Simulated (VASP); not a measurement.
# ZrSeBr (P6_3/mmc) in VASP: a series of runs

Runs on ZrSeBr. Level: PBE. Tasks: single point, relaxation of cell and atoms.

Everything below comes from runs of VASP 6.6.1. Logs are shortened: lines on timing, memory, paths and dates and some standing lists are left out, and cuts for length are marked.

### Step 1. The cell of the first run

The structure is hexagonal, space group P6_3/mmc (No. 194). The conventional cell has a = 4.853 Å, b = 4.853 Å, c = 6.421 Å, α = 90.00°, β = 90.00°, γ = 120.00°. Zr (site symmetry -6m2) has 5 Se at 2.80 to 3.21 Å and 6 Br at 3.23 Å within 3.7 Å. Within 3.7 Å of Se (site symmetry -6m2) lie 5 Zr at 2.80 to 3.21 Å and 6 Br at 3.23 Å. Br (site symmetry -3m) has 2 Br at 3.21 Å and 6 Zr at 3.23 Å and 6 Se at 3.23 Å within 4.2 Å.

The cell was built from a structure type or drawn by symmetry, and may not be a known phase.

### Step 2. Single point, PBE

Contents of INCAR:

```
SYSTEM = ZrSeBr
PREC = Accurate ; ENCUT = 520
EDIFF = 1E-6 ; ISMEAR = 0
SIGMA = 0.1 ; LREAL = .FALSE.
LASPH = .TRUE. ; NELM = 100
ALGO = Normal ; ISIF = 2
LWAVE = .FALSE. ; LCHARG = .FALSE.
GGA = PE ; NBANDS = 34
```

Contents of KPOINTS:

```
regular mesh
0
G
  6 6 2
  0 0 0
```

Contents of POSCAR:

```
ZrSeBr
1.0
    4.8528481293      0.0000000000      0.0000000000
   -2.4264240646      4.2026897607      0.0000000000
    0.0000000000      0.0000000000      6.4210746378
Zr Se Br
2 2 2
Direct
    0.3333333333      0.6666666667      0.7500000000
    0.6666666667      0.3333333333      0.2500000000
    0.3333333333      0.6666666667      0.2500000000
    0.6666666667      0.3333333333      0.7500000000
    0.0000000000      0.0000000000      0.0000000000
    0.0000000000      0.0000000000      0.5000000000
```

Potentials or basis: VASP PAW PBE potentials, release 64 (Zr_sv, Se, Br).

Command:

```console
$ cat potpaw_PBE.64/Zr_sv/POTCAR potpaw_PBE.64/Se/POTCAR potpaw_PBE.64/Br/POTCAR > POTCAR
$ mpirun -np 1 vasp_std > vasp.out
```

OUTCAR:

```text
SYSTEM = ZrSeBr
   PREC = Accurate
   ENCUT = 520
   EDIFF = 1E-6
   ISMEAR = 0
   LREAL = .FALSE.
   LASPH = .TRUE.
   NELM = 100
   ISIF = 2
   GGA = PE

 ion  position               nearest neighbor table
   1  0.333  0.667  0.750-   4 2.80   4 2.80   4 2.80   3 3.21   3 3.21   5 3.23   6 3.23   6 3.23
                             5 3.23   6 3.23   5 3.23
   2  0.667  0.333  0.250-   3 2.80   3 2.80   3 2.80   4 3.21   4 3.21   5 3.23   6 3.23   5 3.23
                             6 3.23   5 3.23   6 3.23
   3  0.333  0.667  0.250-   2 2.80   2 2.80   2 2.80   1 3.21   1 3.21
   4  0.667  0.333  0.750-   1 2.80   1 2.80   1 2.80   2 3.21   2 3.21
   5  0.000  0.000  0.000-   1 3.23   2 3.23   1 3.23   2 3.23   2 3.23   1 3.23
   6  0.000  0.000  0.500-   1 3.23   2 3.23   1 3.23   2 3.23   2 3.23   1 3.23

  LATTYP: Found a hexagonal cell.
 ALAT       =     4.8528481293
 C/A-ratio  =     1.3231559008

  Lattice vectors:

 A1 = (   4.8528481293,   0.0000000000,   0.0000000000)
 A2 = (  -2.4264240646,   4.2026897607,   0.0000000000)
 A3 = (   0.0000000000,   0.0000000000,   6.4210746378)

Analysis of symmetry for initial positions (statically):
=====================================================================
 Subroutine PRICEL returns:
 Original cell was already a primitive cell.

 Routine SETGRP: Setting up the symmetry group for a
 hexagonal supercell.

 Subroutine GETGRP returns: Found 24 space group operations
 (whereof 12 operations were pure point group operations)
 out of a pool of 24 trial point group operations.

The static configuration has the point symmetry D_3d.
 The point group associated with its full space group is D_6h.

Analysis of symmetry for dynamics (positions and initial velocities):
=====================================================================
 Subroutine PRICEL returns:
 Original cell was already a primitive cell.

 Routine SETGRP: Setting up the symmetry group for a
 hexagonal supercell.

 Subroutine GETGRP returns: Found 24 space group operations
 (whereof 12 operations were pure point group operations)
 out of a pool of 24 trial point group operations.

The dynamic configuration has the point symmetry D_3d.
 The point group associated with its full space group is D_6h.

 Subroutine INISYM returns: Found 24 space group operations
 (whereof 12 operations are pure point group operations),
 and found     1 'primitive' translations

----------------------------------------------------------------------------------------

                                     Primitive cell

  volume of cell :     130.9579

  direct lattice vectors                    reciprocal lattice vectors
     4.852848129  0.000000000  0.000000000     0.206064557  0.118971427  0.000000000
    -2.426424065  4.202689761  0.000000000     0.000000000  0.237942855  0.000000000
     0.000000000  0.000000000  6.421074638     0.000000000  0.000000000  0.155737171

  length of vectors
     4.852848129  4.852848129  6.421074638     0.237942855  0.237942855  0.155737171

  position of ions in fractional coordinates (direct lattice)
     0.333333333  0.666666667  0.750000000
     0.666666667  0.333333333  0.250000000
     0.333333333  0.666666667  0.250000000
     0.666666667  0.333333333  0.750000000
     0.000000000  0.000000000  0.000000000
     0.000000000  0.000000000  0.500000000

  ion indices of the primitive-cell ions
   primitive index   ion index
                 1           1
                 2           2
                 3           3
                 4           4
                 5           5
                 6           6

----------------------------------------------------------------------------------------

 KPOINTS: regular mesh

Automatic generation of k-mesh.
 Grid dimensions read from file:
 generate k-points for:    6    6    2

 Generating k-lattice:

  Cartesian coordinates                     Fractional coordinates (reciprocal lattice)
     0.034344093  0.019828571  0.000000000     0.166666667 -0.000000000  0.000000000
     0.000000000  0.039657142  0.000000000     0.000000000  0.166666667  0.000000000
     0.000000000  0.000000000  0.077868586     0.000000000  0.000000000  0.500000000

  Length of vectors
     0.039657142  0.039657142  0.077868586

  Shift w.r.t. Gamma in fractional coordinates (k-lattice)
     0.000000000  0.000000000  0.000000000

 Subroutine IBZKPT returns following result:
 ===========================================

 Found     14 irreducible k-points:

 Following reciprocal coordinates:
            Coordinates               Weight
  0.000000  0.000000  0.000000      1.000000
  0.166667 -0.000000  0.000000      6.000000
  0.333333  0.000000  0.000000      6.000000
  0.500000  0.000000  0.000000      3.000000
  0.166667  0.166667  0.000000      6.000000
  0.333333  0.166667  0.000000     12.000000
  0.333333  0.333333  0.000000      2.000000
  0.000000  0.000000  0.500000      1.000000
  0.166667 -0.000000  0.500000      6.000000
  0.333333  0.000000  0.500000      6.000000
  0.500000  0.000000  0.500000      3.000000
  0.166667  0.166667  0.500000      6.000000
  0.333333  0.166667  0.500000     12.000000
  0.333333  0.333333  0.500000      2.000000
   k-points           NKPTS =     14   k-points in BZ     NKDIM =     14   number of bands    NBANDS=     34
   number of dos      NEDOS =    301   number of ions     NIONS =      6
   total plane-waves  NPLWV =  62208
   dimension x,y,z NGX =    36 NGY =   36 NGZ =   48
   dimension x,y,z NGXF=    72 NGYF=   72 NGZF=   96
   ions per type =               2   2   2
   NGX,Y,Z   is equivalent  to a cutoff of  12.33, 12.33, 12.43 a.u.
   NGXF,Y,Z  is equivalent  to a cutoff of  24.67, 24.67, 24.86 a.u.
 SYSTEM =  ZrSeBr
   PREC   = accura    normal or accurate (medium, high low for compatibility)
   ISTART =      0    job   : 0-new  1-cont  2-samecut
   ICHARG =      2    charge: 1-file 2-atom 10-const
   ISPIN  =      1    spin polarized calculation?
   LNONCOLLINEAR =      F non collinear calculations
   LSORBIT =      F    spin-orbit coupling
   LASPH  =      T    aspherical Exc in radial PAW
   ENCUT  =  520.0 eV  38.22 Ry    6.18 a.u.   9.02  9.02 11.94*2*pi/ulx,y,z
   NELM   =    100;   NELMIN=  2; NELMDL= -5     # of ELM steps
   EDIFF  = 0.1E-05   stopping-criterion for ELM
   LREAL  =      F    real-space projection
   EDIFFG = 0.1E-04   stopping-criterion for IOM
   NSW    =      0    number of steps for IOM
   IBRION =     -1    ionic relax: 0-MD 1-quasi-New 2-CG
   NFREE  =      0    steps in history (QN), initial steepest desc. (CG)
   ISIF   =      2    stress and relaxation
   ISYM   =      2    0-nonsym 1-usesym 2-fastsym
   POTIM  = 0.5000    time-step for ionic-motion
   TEBEG  =    0.0;   TEEND  =   0.0 temperature during run
   PSTRESS=    0.0 pullay stress
   NELECT =      50.0000    total number of electrons
   NUPDOWN=      -1.0000    fix difference up-down
   EMIN   =  10.00;   EMAX   =-10.00  energy-range for DOS
   EFERMI =   0.00;   METHOD = LEGACY
   ISMEAR =     0;   SIGMA  =   0.10  broadening in eV -4-tet -1-fermi 0-gaus
   EFERMI_NEDOS =   21; number of points for ismear=-14 and -15
   IALGO  =     38    algorithm
   IMIX   =      4    mixing-type and parameters
     AMIX     =   0.40;   BMIX     =  1.00
     AMIX_MAG =   1.60;   BMIX_MAG =  1.00
  volume/ion in A,a.u.               =      21.83       147.29
  Fermi-wavevector in a.u.,A,eV,Ry     =   1.187648  2.244328 19.191109  1.410507
  Thomas-Fermi vector in A             =   2.323794
   LORBIT       =      0    0 simple, 1 ext, 2 COOP (PROOUT), +10 PAW based schemes
   GGA     = PE    functional components
   LHFCALC =     F    Hartree Fock is set to
   AEXX    =    0.0000 exact exchange contribution
   IVDW    =     0    specifies the selected vdW correction
   LEPSILON=     F    determine dielectric tensor
   LRPA    =     F    only Hartree local field effects (RPA)
 non-spin polarized calculation
 Gauss-broadening in eV      SIGMA  =   0.10
  energy-cutoff  :      520.00
  volume of cell :      130.96
 maximum number of plane-waves:      3549
   NGX = 19   NGY = 19   NGZ = 23

 number of electron      49.9999994 magnetization

 Free energy of the ion-electron system (eV)
  ---------------------------------------------------
  ext. energy  EPLUGINS =         0.00000000
  ---------------------------------------------------
  free energy    TOTEN  =       -31.31134086 eV

  energy without entropy =      -31.26575391  energy(sigma->0) =      -31.28854738

 E-fermi :   7.6322     XC(G=0): -10.5495

 val. band max:        7.5884212757   @ k =   0.3333   0.1667   0.0000
 cond. band min:       7.6412578680   @ k =   0.3333   0.1667   0.0000
 fundamental gap:      0.0528365923
 Fermi energy:         7.6321994694

 k-point     1 :       0.0000    0.0000    0.0000
  band No.  band energies     occupation
      1     -43.0792      2.00000
      2     -43.0763      2.00000
      3     -21.0870      2.00000
      4     -21.0870      2.00000
      5     -21.0753      2.00000
      6     -21.0753      2.00000
[... 26 lines left out ...]
     33      10.1263      0.00000
     34      10.6842      0.00000

 k-point     2 :       0.1667   -0.0000    0.0000
  band No.  band energies     occupation
      1     -43.0789      2.00000
      2     -43.0763      2.00000
      3     -21.0917      2.00000
      4     -21.0889      2.00000
      5     -21.0807      2.00000
      6     -21.0754      2.00000
[... 26 lines left out ...]
     33      10.1468      0.00000
     34      10.3491      0.00000

 k-point     3 :       0.3333    0.0000    0.0000
  band No.  band energies     occupation
      1     -43.0783      2.00000
      2     -43.0766      2.00000
      3     -21.1018      2.00000
      4     -21.0924      2.00000
      5     -21.0904      2.00000
      6     -21.0758      2.00000
[... 26 lines left out ...]
     33       9.0340      0.00000
     34      10.0429      0.00000
[... 334 lines left out ...]
 k-point    13 :       0.3333    0.1667    0.5000
  band No.  band energies     occupation
      1     -43.0773      2.00000
      2     -43.0773      2.00000
      3     -21.1017      2.00000
      4     -21.1017      2.00000
      5     -21.0877      2.00000
      6     -21.0877      2.00000
[... 26 lines left out ...]
     33      10.1104      0.00000
     34      10.1104      0.00000

 k-point    14 :       0.3333    0.3333    0.5000
  band No.  band energies     occupation
      1     -43.0773      2.00000
      2     -43.0773      2.00000
      3     -21.1008      2.00000
      4     -21.1008      2.00000
      5     -21.0920      2.00000
      6     -21.0920      2.00000
[... 26 lines left out ...]
     33      10.0483      0.00000
     34      10.0483      0.00000

------------------------ aborting loop because EDIFF is reached ----------------------------------------

  FORCE on cell =-STRESS in cart. coord.  units (eV):
  Direction    XX          YY          ZZ          XY          YZ          ZX
  --------------------------------------------------------------------------------------
  -------------------------------------------------------------------------------------
  Total        0.0710255      0.0710255      0.0597344      0.0000000      0.0000000      0.0000000
  in kB        0.8689467      0.8689467      0.7308086      0.0000000      0.0000000      0.0000000
  external PRESSURE =       0.8229006 kB  Pullay stress =       0.0000000 kB

 VOLUME and BASIS-vectors are now :
 -----------------------------------------------------------------------------
  energy-cutoff  :      520.00
  volume of cell :      130.96
      direct lattice vectors                 reciprocal lattice vectors
     4.852848129  0.000000000  0.000000000     0.206064557  0.118971427  0.000000000
    -2.426424065  4.202689761  0.000000000     0.000000000  0.237942855  0.000000000
     0.000000000  0.000000000  6.421074638     0.000000000  0.000000000  0.155737171

 POSITION                                       TOTAL-FORCE (eV/Angst)
 -----------------------------------------------------------------------------------
     -0.00000      2.80179      4.81581        -0.000000     -0.000000      0.000000
      2.42642      1.40090      1.60527         0.000000      0.000000      0.000000
     -0.00000      2.80179      1.60527         0.000000     -0.000000      0.000000
      2.42642      1.40090      4.81581         0.000000     -0.000000      0.000000
      0.00000      0.00000      0.00000         0.000000     -0.000000      0.000000
      0.00000      0.00000      3.21054         0.000000     -0.000000      0.000000
 -----------------------------------------------------------------------------------
    total drift:                               -0.000000      0.000000      0.000000

  FREE ENERGIE OF THE ION-ELECTRON SYSTEM (eV)
  ---------------------------------------------------
  free  energy   TOTEN  =       -31.3113408635 eV

  energy  without entropy=      -31.2657539055  energy(sigma->0) =      -31.28854738
```

Run time: 74 s. Hardware: 1 thread of Intel Xeon Platinum 8259CL at 2.50GHz (Skylake/Cascade Lake), shared host; peak memory 0.26 GiB.

Results:

| Property | Result |
| --- | --- |
| Free energy | -31.3113 eV |
| Pressure | 0.1 GPa |
| Band gap on the k mesh | zero (bands 25 and 26 overlap by 1.45 eV) |

Caveat: the k points lie up to 0.49 Å⁻¹ apart, too coarse for converged energies and pressures of a metal.

### Step 3. Relaxation of cell and atoms, PBE

This run uses another cell than the first one, of 27.09 Å³/atom.

Contents of INCAR:

```
PREC = Accurate
ENCUT = 600
EDIFF = 1E-6
ISMEAR = 0
SIGMA = 0.1
LREAL = False
LASPH = True
NELM = 60
ALGO = Normal
ISIF = 3
LWAVE = False
LCHARG = False
GGA = PE
IBRION = 2
NSW = 90
EDIFFG = -0.04
```

Contents of KPOINTS:

```
regular mesh
0
Gamma
  6 6 2
```

Contents of POSCAR:

```
ZrSeBr
1.0
    4.8267395400      0.0000000000      0.0000000000
   -2.4133697700      4.1800790600      0.0000000000
    0.0000000000      0.0000000000      8.0551225700
Zr Se Br
2 2 2
Direct
    0.3333333300      0.6666666700      0.7500000000
    0.6666666700      0.3333333300      0.2500000000
    0.3333333300      0.6666666700      0.2500000000
    0.6666666700      0.3333333300      0.7500000000
    0.0000000000      0.0000000000      0.0000000000
    0.0000000000      0.0000000000      0.5000000000
```

Potentials or basis: VASP PAW PBE potentials, release 64 (Zr_sv, Se, Br).

Command:

```console
$ cat potpaw_PBE.64/Zr_sv/POTCAR potpaw_PBE.64/Se/POTCAR potpaw_PBE.64/Br/POTCAR > POTCAR
$ mpirun -np 1 vasp_std > vasp.out
```

It took 6.1 min on 1 thread of Intel Xeon Platinum 8259CL at 2.50GHz (Skylake/Cascade Lake), shared host; peak memory 0.37 GiB.

Results (log left out):

- Free energy: -30.9116 eV
- Relaxed volume: 24.42 Å³/atom
- Relaxed cell: a = 4.629 Å, b = 4.629 Å, c = 7.897 Å, α = 90.00°, β = 90.00°, γ = 120.00°
- Space group after relaxing (to 0.1 Å): P6_3/mmc (No. 194)
- Energy gained by relaxing: 59.4 meV/atom
- Ionic steps: 4
- Pressure after relaxing: 0.1 GPa
- Band gap on the k mesh: zero (bands 25 and 26 overlap by 0.77 eV)

Stress tensor (GPa, compression positive):
```
 0.24  0.00  0.00
 0.00  0.24  0.00
 0.00  0.00 -0.22
```

The path:
| step | energy change (eV) | largest force (eV/Å) | pressure (GPa) | volume (Å³) |
| --- | --- | --- | --- | --- |
| 1 | 0.0000 | 0.0000 | -6.07 | 162.52 |
| 2 | -0.2538 | 0.0000 | 4.24 | 139.52 |
| 3 | -0.3563 | 0.0000 | -0.06 | 146.85 |
| 4 | -0.3562 | 0.0000 | 0.09 | 146.54 |

Final structure:
```yaml
crystal:
  lattice:
    - [4.62910, 0.00000, 0.00000]
    - [-2.31455, 4.00892, 0.00000]
    - [0.00000, 0.00000, 7.89658]
  atoms:
    - { symbol: Zr, position: [0.33333, 0.66667, 0.75000] }
    - { symbol: Zr, position: [0.66667, 0.33333, 0.25000] }
    - { symbol: Se, position: [0.33333, 0.66667, 0.25000] }
    - { symbol: Se, position: [0.66667, 0.33333, 0.75000] }
    - { symbol: Br, position: [0.00000, 0.00000, 0.00000] }
    - { symbol: Br, position: [0.00000, 0.00000, 0.50000] }
```

Levels at points of the mesh, in eV from the Fermi level:
```
           k point  band 22  band 23  band 24  band 25  band 26  band 27  band 28  band 29
(0.00, 0.00, 0.00)    -2.86    -2.86    -1.38    -1.09    -0.57    -0.57     0.75     0.76
(0.50, 0.00, 0.00)    -2.76    -2.54    -1.09    -0.24     0.05     0.11     0.49     0.94
(0.00, 0.00, 0.50)    -3.42    -2.80    -2.80    -0.06    -0.06    -0.06    -0.06     0.35
(0.50, 0.00, 0.50)    -3.06    -2.20    -2.20     0.12     0.12     0.46     0.46     0.78
```

Caveat: the k points lie up to 0.40 Å⁻¹ apart in the final cell, too coarse for converged energies and pressures of a metal.
